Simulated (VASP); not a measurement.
Hf: single point with PBEsol

Hf:

```
Hf
1.0
     0.00000    2.13120    2.39760
     2.13120    0.00000    2.39760
     2.13120    2.13120    0.00000
Hf
1
Direct
  0.00000 0.00000 0.00000
```

This cell differs from its parent crystal: strain -0.040 along x and y, +0.080 along z.

```json
{"Program": "VASP 6.6.1", "Task": "single point", "Functional": "PBEsol", "Potentials or basis": "VASP PAW PBE potentials, release 64 (Hf_pv)", "Cutoff": "520 eV", "k mesh": "18 × 18 × 18", "Occupations": "gaussian, width 0.15 eV", "Spin": "no spin polarisation", "Dipole correction": "no", "Further INCAR settings": "ALGO = Normal; EDIFF = 1e-06; NBANDS = 11"}
```

```json
{
 "Pressure": "-1.6 GPa",
 "Band gap on the k mesh": "zero (bands 5 and 6 overlap by 1.72 eV)"
}
```

Stress tensor (GPa, compression positive):
```
 0.45  0.00  0.00
 0.00  0.45  0.00
 0.00  0.00 -5.57
```

Levels at points of the mesh, in eV from the Fermi level:
| k point | band 2 | band 3 | band 4 | band 5 | band 6 | band 7 | band 8 | band 9 |
| --- | --- | --- | --- | --- | --- | --- | --- | --- |
| (0.00, 0.00, 0.00) | -29.82 | -29.82 | -7.25 | 0.55 | 2.03 | 2.03 | 3.10 | 5.32 |
| (0.50, 0.00, 0.00) | -30.02 | -29.86 | -3.65 | 0.50 | 0.78 | 1.99 | 6.15 | 6.78 |
| (0.50, 0.50, 0.00) | -30.03 | -30.03 | -3.53 | -2.02 | 1.55 | 6.73 | 7.11 | 7.11 |
| (0.50, 0.00, 0.50) | -30.34 | -30.09 | -3.26 | -2.17 | 3.41 | 6.10 | 6.23 | 8.02 |

Wall time 23 s on 1 thread of Intel(R) Xeon(R) 6975P-C (Granite Rapids), on a shared host, peak memory 0.23 GiB.

Caveat: the cell differs from its parent crystal (strain -0.040 along x and y, +0.080 along z); the PAW data sets were made with another functional, which shifts forces and pressure a little; spin-orbit coupling is left out, which moves the levels of the heavy elements.
